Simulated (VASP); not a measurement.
Set up this calculation in VASP 6.6.1, as the native input.

```yaml
Task: single point
Functional: PBE
Dispersion: D3(BJ)
Potentials_or_basis: VASP PAW PBE potentials, release 64 (Ti_sv, Si)
Cutoff: 520 eV
k_mesh: 7 × 7 × 1
Occupations: gaussian, width 0.1 eV
Spin: no spin polarisation
Hubbard_terms: Ti d U = 1.0 eV
Dipole_correction: yes
Further_INCAR_settings: ALGO = Normal; EDIFF = 1e-07; NBANDS = 40
```

The structure of TiSi2 lies in POSCAR:

```
TiSi2
1.0
    4.7035829146      0.0000000000      0.0000000000
   -2.3206826688      4.0912252670      0.0000000000
    0.0000000000      0.0000000000     21.2307305588
Ti Si
3 6
Direct
    0.0000000000      0.0000000000      0.4003630481
    0.0000000000      0.5000000000      0.5026441357
    0.5000000000      0.5000000000      0.6043620040
    0.3365450034      0.6634549966      0.4003630481
    0.6634549966      0.3365450034      0.4003630481
    0.6601472108      0.8387745703      0.5021185200
    0.3398527892      0.1612254297      0.5021185200
    0.8337166817      0.1574882971      0.6038355605
    0.1662833183      0.8425117029      0.6038355605
```

The input as run:

INCAR

```
  ALGO = Normal
  DIPOL = 0.5 0.5 0.502
  EDIFF = 1E-7
  ENCUT = 520
  GGA = PE
  IDIPOL = 3
  ISIF = 2
  ISMEAR = 0
  IVDW = 12
  LASPH = T
  LCHARG = F
  LDAU = T
  LDAUJ = 0 0
  LDAUL = 2 -1
  LDAUPRINT = 1
  LDAUTYPE = 2
  LDAUU = 1 0
  LDIPOL = T
  LMAXMIX = 4
  LREAL = F
  LWAVE = F
  NBANDS = 40
  NELM = 150
  PREC = Accurate
  SIGMA = 0.1
```

KPOINTS

```
k-points
0
Gamma
  7 7 1
```

Potentials or basis: VASP PAW PBE potentials, release 64 (Ti_sv, Si).

Launch:

```sh
$ cat potpaw_PBE.64/Ti_sv/POTCAR potpaw_PBE.64/Si/POTCAR > POTCAR
$ mpirun -np 1 vasp_std > vasp.out
```

It gave:

```json
{
  "Largest force": "0.130 eV/Å",
  "Band gap on the k mesh": "zero (band 30 reaches 0.93 eV, above the bottom of band 31 at 0.38 eV)",
  "Dispersion energy per atom": "-0.358 eV"
}
```

Caveat: U without spin polarisation on a metal has little footing; the U is typed as a test and isn't derived for this compound.

Wall time 9.4 min on 1 thread of Intel(R) Xeon(R) 6975P-C (Granite Rapids) (shared host), peak memory 0.63 GiB.
